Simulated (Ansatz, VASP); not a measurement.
## Re2B3 in VASP and in Ansatz

```
Re B
1.0
     3.78237    0.00000    0.00000
    -1.89118    3.27563    0.00000
     0.00000    0.00000    4.30369
Re B
2 3
Direct
  0.33333 0.66667 0.22496
  0.66667 0.33333 0.77504
  0.00000 0.00000 0.00000
  0.33333 0.66667 0.72163
  0.66667 0.33333 0.27837
```

Alike in both runs: functional PBE; k mesh 12 × 12 × 10; occupations gaussian, width 0.1 eV; no spin polarisation.

Ansatz relaxed the structure, and its values are those at the end. VASP's run is a single point on that final structure, the one shown.

```csv
,VASP,Ansatz
version,VASP 6.6.1,Ansatz 0.2.0
potentials or method,"VASP PAW PBE potentials, release 64 (Re, B), cutoff 520 eV","scalar-relativistic, plane waves, PAW"
valence electrons in the cell,23,39
```

Ansatz gave:

* gap on the k mesh at the Fermi level (eV): none
* pressure (GPa): 0.0
* rms of the force components (eV/Å): 0.000

Q: What did VASP give for the same quantities?

A: gap on the k mesh at the Fermi level (eV): none; pressure (GPa): 1.5; rms of the force components (eV/Å): 0.010.

A gap of «none» marks a metal or a gap that the smearing closes. VASP's potentials hold 23 valence electrons a cell and Ansatz's 39, so a difference there can come from the potentials and not from the codes.

Spin-orbit coupling is off throughout.
